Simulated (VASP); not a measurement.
# H9C20Cl in VASP: notebook

H9C20Cl is run at these levels: PBE+D3(BJ); tasks: single point.

Everything below comes from runs of VASP 6.6.1. Logs are shortened: lines on timing, memory, paths and dates and some standing lists are left out, and cuts for length are marked.

### Step 1. The cell of the first run

The cell holds a slab with vacuum, 30 atoms: a = 5.049 Å, b = 5.049 Å, c = 16.165 Å, α = 90.00°, β = 90.00°, γ = 90.00°.

### Step 2. Single point, PBE+D3(BJ)

INCAR reads:

```
  PREC = Accurate
  ENCUT = 520
  EDIFF = 1E-6
  ISMEAR = 0
  SIGMA = 0.02
  LREAL = Auto
  LASPH = True
  NELM = 100
  ALGO = Normal
  ISIF = 2
  LWAVE = False
  LCHARG = True
  GGA = PE
  IVDW = 12
  LELF = True
  LVHAR = True
  NBANDS = 69
```

KPOINTS reads:

```
Automatic mesh
0
Gamma
  2 2 1
```

POSCAR reads:

```
H9C20Cl
1.0
    5.0487420000      0.0000000000      0.0000000000
    0.0000000000      5.0487420000      0.0000000000
    0.0000000000      0.0000000000     16.1647000000
H C Cl
9 20 1
Direct
    0.4277867635      0.0000000000      0.0618631957
    0.0722132365      0.0000000000      0.0618631957
    0.9277869616      0.0000000000      0.0618631957
    0.5722132365      0.0000000000      0.0618631957
    0.4277867635      0.5000000000      0.0618631957
    0.0722132365      0.5000000000      0.0618631957
    0.9277869616      0.5000000000      0.0618631957
    0.5722132365      0.5000000000      0.0618631957
    0.2500042585      0.1365985824      0.3876247007
    0.2500000990      0.0000000000      0.1011277661
    0.7500000990      0.0000000000      0.1011277661
    0.2500000990      0.5000000000      0.1011277661
    0.7500000990      0.5000000000      0.1011277661
    0.2500000990      0.2500000990      0.1563406682
    0.7500000990      0.2500000990      0.1563406682
    0.2500000990      0.7500000990      0.1563406682
    0.7500000990      0.7500000990      0.1563406682
    0.0037094389      0.2536093150      0.2066051953
    0.4962901650      0.2536097111      0.2066052571
   -0.0004470421      0.7553301397      0.2167609668
    0.5004466459      0.7553305358      0.2167609668
    0.0029274619      0.0256774856      0.2706393561
    0.4970717458      0.0256778817      0.2706391705
   -0.0000542709      0.4934870904      0.2670656430
    0.5000532806      0.4934876847      0.2670659524
    0.2500000990      0.1195640419      0.3203004077
    0.7499995048      0.1208540662      0.3106745563
    0.2499987126      0.4347265121      0.3140711550
    0.7499995048      0.3957728480      0.3105568306
    0.2499897994      0.6414368173      0.4156120435
```

Potentials or basis: VASP PAW PBE potentials, release 64 (H, C, Cl).

Launch:

```bash
$ cat potpaw_PBE.64/H/POTCAR potpaw_PBE.64/C/POTCAR potpaw_PBE.64/Cl/POTCAR > POTCAR
$ mpirun -np 1 vasp_std > vasp.out
```

OUTCAR:

```text
PREC = Accurate
   ENCUT = 520
   EDIFF = 1E-6
   ISMEAR = 0
   LREAL = Auto
   LASPH = True
   NELM = 100
   ISIF = 2
   GGA = PE
   IVDW = 12
 IVDW          = 12

 ion  position               nearest neighbor table
   1  0.428  0.000  0.062-   4 0.73  10 1.10
   2  0.072  0.000  0.062-   3 0.73  10 1.10
   3  0.928  0.000  0.062-   2 0.73  11 1.10
   4  0.572  0.000  0.062-   1 0.73  11 1.10
   5  0.428  0.500  0.062-   8 0.73  12 1.10
   6  0.072  0.500  0.062-   7 0.73  12 1.10
   7  0.928  0.500  0.062-   6 0.73  13 1.10
   8  0.572  0.500  0.062-   5 0.73  13 1.10
   9  0.250  0.137  0.388-  26 1.09
  10  0.250  0.000  0.101-   1 1.10   2 1.10  16 1.55  14 1.55
  11  0.750  0.000  0.101-   4 1.10   3 1.10  17 1.55  15 1.55
  12  0.250  0.500  0.101-   5 1.10   6 1.10  14 1.55  16 1.55
  13  0.750  0.500  0.101-   8 1.10   7 1.10  15 1.55  17 1.55
  14  0.250  0.250  0.156-  19 1.49  18 1.49  12 1.55  10 1.55
  15  0.750  0.250  0.156-  18 1.52  19 1.52  13 1.55  11 1.55
[... 9 lines left out ...]
  25  0.500  0.493  0.267-  28 1.50  29 1.53  21 1.55  19 1.56
  26  0.250  0.120  0.320-   9 1.09  23 1.56  22 1.56  28 1.59
  27  0.750  0.121  0.311-  29 1.39  23 1.51  22 1.51
  28  0.250  0.435  0.314-  24 1.50  25 1.50  26 1.59  30 1.95
  29  0.750  0.396  0.311-  27 1.39  25 1.53  24 1.53
  30  0.250  0.641  0.416-  28 1.95

  LATTYP: Found a simple tetragonal cell.
 ALAT       =     5.0487420000
 C/A-ratio  =     3.2017282721

  Lattice vectors:

 A1 = (   5.0487420000,   0.0000000000,   0.0000000000)
 A2 = (   0.0000000000,   5.0487420000,   0.0000000000)
 A3 = (   0.0000000000,   0.0000000000,  16.1647000000)

Analysis of symmetry for initial positions (statically):
=====================================================================
 Subroutine PRICEL returns:
 Original cell was already a primitive cell.

 Routine SETGRP: Setting up the symmetry group for a
 simple tetragonal supercell.

 Subroutine GETGRP returns: Found  1 space group operations
 (whereof  1 operations were pure point group operations)
 out of a pool of 16 trial point group operations.

The static configuration has the point symmetry C_1 .

Analysis of symmetry for dynamics (positions and initial velocities):
=====================================================================
 Subroutine PRICEL returns:
 Original cell was already a primitive cell.

 Routine SETGRP: Setting up the symmetry group for a
 simple tetragonal supercell.
[... 144 lines left out ...]
   IBRION =     -1    ionic relax: 0-MD 1-quasi-New 2-CG
   NFREE  =      0    steps in history (QN), initial steepest desc. (CG)
   ISIF   =      2    stress and relaxation
   ISYM   =      2    0-nonsym 1-usesym 2-fastsym
   POTIM  = 0.5000    time-step for ionic-motion
   TEBEG  =    0.0;   TEEND  =   0.0 temperature during run
   PSTRESS=    0.0 pullay stress
   NELECT =      96.0000    total number of electrons
   NUPDOWN=      -1.0000    fix difference up-down
   EMIN   =  10.00;   EMAX   =-10.00  energy-range for DOS
   EFERMI =   0.00;   METHOD = LEGACY
   ISMEAR =     0;   SIGMA  =   0.02  broadening in eV -4-tet -1-fermi 0-gaus
   EFERMI_NEDOS =   21; number of points for ismear=-14 and -15
   IALGO  =     38    algorithm
   IMIX   =      4    mixing-type and parameters
     AMIX     =   0.40;   BMIX     =  1.00
     AMIX_MAG =   1.60;   BMIX_MAG =  1.00
  volume/ion in A,a.u.               =      13.73        92.68
  Fermi-wavevector in a.u.,A,eV,Ry     =   1.007366  1.903645 13.807002  1.014786
  Thomas-Fermi vector in A             =   2.140166
   LORBIT       =      0    0 simple, 1 ext, 2 COOP (PROOUT), +10 PAW based schemes
   GGA     = PE    functional components
   LHFCALC =     F    Hartree Fock is set to
   AEXX    =    0.0000 exact exchange contribution
   IVDW    =    12    specifies the selected vdW correction
   LEPSILON=     F    determine dielectric tensor
   LRPA    =     F    only Hartree local field effects (RPA)
 non-spin polarized calculation
 Gauss-broadening in eV      SIGMA  =   0.02
  energy-cutoff  :      520.00
  volume of cell :      412.03
 maximum number of plane-waves:     11113
 NGX is ok and might be reduce to    40
   NGX = 19   NGY = 19   NGZ = 61

 number of electron      96.0000007 magnetization

 Free energy of the ion-electron system (eV)
  ---------------------------------------------------
  ext. energy  EPLUGINS =         0.00000000
  ---------------------------------------------------
  free energy    TOTEN  =      -197.18167249 eV

  energy without entropy =     -197.18167249  energy(sigma->0) =     -197.18167249

 E-fermi :   0.8720     XC(G=0):  -5.6738

 val. band max:        0.7389963034   @ k =   0.0000   0.5000   0.0000
 cond. band min:       1.8970529585   @ k =   0.0000   0.5000   0.0000
 fundamental gap:      1.1580566551
 Fermi energy:         0.8719699012

 k-point     1 :       0.0000    0.0000    0.0000
  band No.  band energies     occupation
      1     -20.6185      2.00000
      2     -18.3993      2.00000
      3     -16.3679      2.00000
      4     -16.2353      2.00000
      5     -15.9150      2.00000
      6     -15.7493      2.00000
[... 241 lines left out ...]
     59       6.8307      0.00000
     60       7.1623      0.00000
 [bands above 60 left out]

------------------------ aborting loop because EDIFF is reached ----------------------------------------

 Edisp (eV)   -3.40312

 E8    (eV) :    -0.9859

  FORCE on cell =-STRESS in cart. coord.  units (eV):
  Direction    XX          YY          ZZ          XY          YZ          ZX
  --------------------------------------------------------------------------------------
  -------------------------------------------------------------------------------------
  Total      74.08557    -6.49063    -6.36239     0.00024   -11.15771     0.00038
  in kB     288.07809   -25.23848   -24.73985     0.00094   -43.38619     0.00149
  external pressure =       79.37 kB  Pullay stress =        0.00 kB

 VOLUME and BASIS-vectors are now :
 -----------------------------------------------------------------------------
  energy-cutoff  :      520.00
  volume of cell :      412.03
      direct lattice vectors                 reciprocal lattice vectors
     5.048742000  0.000000000  0.000000000     0.198069143  0.000000000  0.000000000
     0.000000000  5.048742000  0.000000000     0.000000000  0.198069143  0.000000000
     0.000000000  0.000000000 16.164700000     0.000000000  0.000000000  0.061863196

 POSITION                                       TOTAL-FORCE (eV/Angst)
 -----------------------------------------------------------------------------------
      2.15978      0.00000      1.00000        -8.956089     -0.044787      0.089507
      0.36459      0.00000      1.00000         8.956148     -0.044784      0.089518
      4.68416      0.00000      1.00000        -8.952296     -0.018773      0.089732
      2.88896      0.00000      1.00000         8.952265     -0.018777      0.089730
      2.15978      2.52437      1.00000        -8.963871      0.072636      0.090226
      0.36459      2.52437      1.00000         8.963929      0.072637      0.090236
[... 22 lines left out ...]
      3.78655      1.99816      5.02006         0.000011      0.204164     -0.003953
      1.26213      3.23845      6.71824         0.000136     -1.935814     -0.888030
 -----------------------------------------------------------------------------------
    total drift:                               -0.000027      0.011338      0.003319

  FREE ENERGIE OF THE ION-ELECTRON SYSTEM (eV)
  ---------------------------------------------------
  free  energy   TOTEN  =      -200.5847953126 eV

  energy  without entropy=     -200.5847953126  energy(sigma->0) =     -200.58479531
```

stdout:

```text
POSCAR found type information on POSCAR H C Cl
 POSCAR found :  3 types and      30 ions
 scaLAPACK will be used
 LDA part: xc-table for (Slater+PW92), standard interpolation
 POSCAR, INCAR and KPOINTS ok, starting setup
 FFT: planning ... GRIDC
 FFT: planning ... GRID_SOFT
 FFT: planning ... GRID
 WAVECAR not read
 entering main loop
```

It took 2.7 min on 1 thread of Intel Xeon Platinum 8488C (Sapphire Rapids), shared host; peak memory 0.45 GiB.

Results:

```
Free energy                : -200.5848 eV
Largest force              : 8.965 eV/Å
Band gap on the k mesh     : 1.16 eV, direct
Dispersion energy per atom : -0.113 eV
```

Forces on the atoms (eV/Å):
```
H   -8.956 -0.045  0.090
H    8.956 -0.045  0.090
H   -8.952 -0.019  0.090
H    8.952 -0.019  0.090
H   -8.964  0.073  0.090
H    8.964  0.073  0.090
H   -8.940  0.065  0.106
H    8.940  0.065  0.106
H    0.000 -1.997  0.202
C    0.000 -0.197  0.951
C    0.000 -0.139  0.996
C    0.000  0.179  0.977
C    0.000  0.141  1.119
C    0.000  0.069 -3.735
C    0.000  0.125 -2.832
C    0.000  0.512  0.915
C    0.000  0.864  0.844
C    0.037  0.061  0.042
C   -0.037  0.061  0.042
C   -0.011  0.097 -0.035
C    0.011  0.097 -0.035
C    0.072  0.115  0.093
C   -0.072  0.115  0.093
C    0.008  0.203 -0.121
C   -0.008  0.203 -0.121
C    0.000  0.225  0.514
C    0.000  0.086  0.008
C    0.000  0.762  0.226
C    0.000  0.204 -0.004
Cl   0.000 -1.936 -0.888
```

Caveat: the k points lie up to 0.62 Å⁻¹ apart.

### Step 3. Single point, PBE+D3(BJ)

INCAR reads:

```
ALGO = Normal
EDIFF = 1E-6
ENCUT = 520
GGA = PE
ISIF = 2
ISMEAR = 0
IVDW = 12
LASPH = True
LCHARG = False
LREAL = Auto
LWAVE = False
NBANDS = 69
NELM = 100
PREC = Accurate
SIGMA = 0.02
```

KPOINTS reads:

```
k-points
0
Gamma
  2 2 1
```

POSCAR reads:

```
H9C20Cl
1.0
    5.0487420000      0.0000000000      0.0000000000
    0.0000000000      5.0487420000      0.0000000000
    0.0000000000      0.0000000000     16.1647000000
H C Cl
9 20 1
Direct
    0.4277868000      0.0000000000      0.0618632000
    0.0722132000      0.0000000000      0.0618632000
    0.9277868000      0.0000000000      0.0618632000
    0.5722132000      0.0000000000      0.0618632000
    0.4277868000      0.5000000000      0.0618632000
    0.0722132000      0.5000000000      0.0618632000
    0.9277868000      0.5000000000      0.0618632000
    0.5722132000      0.5000000000      0.0618632000
    0.2500382577      0.4917243000      0.3813113560
    0.2500000000      0.0000000000      0.1011278000
    0.7500000000      0.0000000000      0.1011278000
    0.2500000000      0.5000000000      0.1011278000
    0.7500000000      0.5000000000      0.1011278000
    0.2500000000      0.2500000000      0.1563407000
    0.7500000000      0.2500000000      0.1563407000
    0.2500000000      0.7500000000      0.1563407000
    0.7500000000      0.7500000000      0.1563407000
    0.0043694202      0.2501912495      0.2066562229
    0.4956295906      0.2501917591      0.2066551907
   -0.0000332740      0.7499389236      0.2166960487
    0.5000348833      0.7499371590      0.2166954263
    0.0017253398      0.0163457844      0.2686673433
    0.4982698879      0.0163448360      0.2686676222
    0.0023729378      0.4838676803      0.2684172968
    0.4976219796      0.4838647945      0.2684147383
    0.2499949366      0.0919391696      0.3187468303
    0.7499964167      0.1133384376      0.3103757881
    0.2499940897      0.4122695087      0.3186934731
    0.7499961077      0.3883034291      0.3098898123
    0.2500107267      0.9698830394      0.4232469622
```

Potentials or basis: VASP PAW PBE potentials, release 64 (H, C, Cl).

Launch:

```bash
$ cat potpaw_PBE.64/H/POTCAR potpaw_PBE.64/C/POTCAR potpaw_PBE.64/Cl/POTCAR > POTCAR
$ mpirun -np 1 vasp_std > vasp.out
```

Wall time 5.2 min (1 thread of Intel Xeon 6975P-C (Granite Rapids), shared host); peak memory 0.44 GiB.

It converged, with:

* Free energy: -201.6151 eV
* Largest force: 8.961 eV/Å
* Band gap on the k mesh: 1.13 eV, direct
* Dispersion energy per atom: -0.113 eV

Forces on the atoms (eV/Å):
```
H   -8.961 -0.058  0.090
H    8.961 -0.058  0.090
H   -8.947 -0.043  0.098
H    8.947 -0.043  0.098
H   -8.960  0.061  0.089
H    8.960  0.061  0.089
H   -8.942  0.044  0.098
H    8.942  0.044  0.098
H   -0.001  0.010  0.017
C    0.000 -0.189  0.949
C    0.000 -0.128  1.053
C    0.000  0.184  0.953
C    0.000  0.120  1.087
C    0.000 -0.003 -3.819
C    0.000 -0.083 -2.813
C    0.000  0.030  0.858
C    0.000  0.062  0.855
C   -0.014  0.003 -0.002
C    0.014  0.002 -0.002
C   -0.002  0.004  0.007
C    0.001  0.004  0.007
C    0.007 -0.040  0.000
C   -0.007 -0.040 -0.001
C    0.003  0.035 -0.001
C   -0.003  0.035 -0.001
C    0.001 -0.045  0.106
C    0.000 -0.056  0.034
C    0.001  0.004  0.018
C    0.000  0.053  0.030
Cl   0.000  0.030 -0.083
```

Levels at points of the mesh, in eV from the valence-band top:
```tsv
k point	band 46	band 47	band 48	band 49	band 50	band 51
(0.00, 0.00, 0.00)	-1.29	-0.56	-0.09	1.35	2.26	3.36
(0.50, 0.00, 0.00)	-2.22	-2.16	-1.12	1.67	3.41	3.50
(0.00, 0.50, 0.00)	-1.10	-0.30	0.00	1.13	3.17	3.20
(0.50, 0.50, 0.00)	-2.76	-2.45	-0.86	1.57	3.61	4.20
```

Caveat: the k points lie up to 0.62 Å⁻¹ apart.

(Part 1 of 2 ends here.)
